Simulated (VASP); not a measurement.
Here is a VASP 6.6.1 calculation.

The input INCAR:

```
PREC     = Accurate       # precision mode
ENCUT    = 520            # plane-wave cutoff, eV
EDIFF    = 1E-7           # SCF threshold, eV
ISMEAR   = 1              # smearing method
SIGMA    = 0.3            # smearing width, eV
LREAL    = F              # projectors in reciprocal space
LASPH    = T              # aspherical terms in the spheres
NELM     = 80             # most SCF steps
ALGO     = Normal         # electronic algorithm
ISIF     = 2              # what is computed and relaxed
LWAVE    = F              # write WAVECAR
LCHARG   = F              # write CHGCAR
GGA      = PE             # functional
NBANDS   = 16             # bands
```

Contents of KPOINTS:

```
regular mesh
0
Gamma
  8 8 6
```

Contents of POSCAR:

```
Te
1.0
    4.5302708278      0.0000000000      0.0000000000
   -2.2651354139      3.9233296229      0.0000000000
    0.0000000000      0.0000000000      5.9374277250
Te
3
Direct
    0.2684005468      1.0000000000      0.3333333333
    0.0000000000      0.2684005468      0.6666666667
    0.7315994532      0.7315994532      0.0000000000
```

Potentials or basis: VASP PAW PBE potentials, release 64 (Te).

The run is started by

```sh
$ cat potpaw_PBE.64/Te/POTCAR > POTCAR
$ mpirun -np 1 vasp_std > vasp.out
```

(1) What does it give for the band gap on the k mesh?

(2) Predict the pressure.

Results:

(1) 0.46 eV, indirect (least direct gap 0.58 eV).

(2) 0.0 GPa.

Caveat: spin-orbit coupling is left out, which moves the levels of the heavy elements.
